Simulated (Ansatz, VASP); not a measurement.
## Ti in VASP and in Ansatz

File POSCAR:

```
Ti
1.0
    0.0000000000      2.0300000000      2.1010500000
    2.0300000000      0.0000000000      2.1010500000
    2.0300000000      2.0300000000      0.0000000000
Ti
1
Direct
    0.0000000000      0.0000000000      0.0000000000
```

INCAR.step1

```
SYSTEM = Ti
PREC = Accurate ; ENCUT = 520
ISMEAR = 0 ; SIGMA = 0.15
LREAL = .FALSE. ; LASPH = .TRUE.
NELM = 100 ; NBANDS = 12
GGA = PE ; ALGO = Normal
EDIFF = 1E-4 ; LWAVE = .TRUE.
LCHARG = .FALSE.
```

Contents of INCAR.step2:

```
SYSTEM = Ti
PREC = Accurate ; ENCUT = 520
EDIFF = 1E-7 ; ISMEAR = 0
SIGMA = 0.15 ; LREAL = .FALSE.
LASPH = .TRUE. ; NELM = 100
ALGO = Normal ; ISIF = 2
LWAVE = .FALSE. ; LCHARG = .FALSE.
METAGGA = R2SCAN ; LMIXTAU = .TRUE.
NBANDS = 12 ; ISTART = 1
```

KPOINTS

```
regular mesh
0
G
  20 20 20
  0 0 0
```

Input for Ansatz:

```yaml
crystal:
  lattice:
    - [0.0, 2.03, 2.10105]
    - [2.03, 0.0, 2.10105]
    - [2.03, 2.03, 0.0]
  atoms:
    - { symbol: Ti, position: [0.0, 0.0, 0.0] }
basis:
  ecutwfc: 500
kpoints:
  mp_grid: { grid: [20, 20, 20] }
hamiltonian:
  xc: r2scan
scf:
  occupations: { method: gaussian, width: 0.15 }
output:
  forces: true
  stress: true
  eigenvalues: true
```

Change from the starting cell: strain +0.0350 x Voigt [0, 0, 1, 0, 0, 0], atoms carried along.

Alike in both runs: task single point; functional r2SCAN; k mesh 20 × 20 × 20; occupations gaussian, width 0.15 eV; no spin polarisation.

|  | VASP | Ansatz |
| --- | --- | --- |
| version | VASP 6.6.1 | Ansatz 0.2.0 |
| potentials or method | VASP PAW PBE potentials, release 64 (Ti_sv), cutoff 520 eV | scalar-relativistic, plane waves, PAW |
| valence electrons in the cell | 12 | 12 |

Ansatz gave:

| Quantity | Value |
| --- | --- |
| gap on the k mesh at the Fermi level (eV) | none |
| pressure (GPa) | 0.3 |
| traceless stress, the component that is largest in VASP (GPa) | -0.77 |

Q: Which values does VASP return?

A: gap on the k mesh at the Fermi level (eV): none; pressure (GPa): 0.7; traceless stress, the component that is largest in VASP (GPa): -0.77.

VASP's potentials were made for PBE, not for r2SCAN. A gap of «none» marks a metal or a gap that the smearing closes.
